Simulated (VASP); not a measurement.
Input of a VASP 6.6.1 run:

Contents of INCAR:

```
SYSTEM = Ti
  PREC = Accurate
  ENCUT = 520
  EDIFF = 1E-6
  ISMEAR = 0
  SIGMA = 0.15
  LREAL = .FALSE.
  LASPH = .TRUE.
  NELM = 80
  ALGO = Fast
  ISIF = 2
  LWAVE = .FALSE.
  LCHARG = .FALSE.
  GGA = PS
  NBANDS = 25
```

File KPOINTS:

```
Automatic mesh
0
G
  12 12 14
  0 0 0
```

POSCAR

```
Ti
1.0
    4.5149169756      0.0000000000      0.0000000000
   -2.2574584878      3.9100327969      0.0000000000
    0.0000000000      0.0000000000      2.8263000000
Ti
3
Direct
    0.0000000000      0.0000000000      0.0000000000
    0.3333333333      0.6666666667      0.5000000000
    0.6666666667      0.3333333333      0.5000000000
```

Potentials or basis: VASP PAW PBE potentials, release 64 (Ti_sv).

Run with:

```sh
$ cat potpaw_PBE.64/Ti_sv/POTCAR > POTCAR
$ mpirun -np 1 vasp_std > vasp.out
```

Task: Estimate the band gap on the k mesh.

Result: Zero (bands 18 and 19 overlap by 0.36 eV).

Task: What does it give for the pressure?

Result: -1.5 GPa.

Stress tensor (GPa, compression positive):
```
-0.87  0.00  0.00
 0.00 -0.87  0.00
 0.00  0.00 -2.71
```

Caveat: the PAW data sets were made with another functional, which shifts forces and pressure a little.
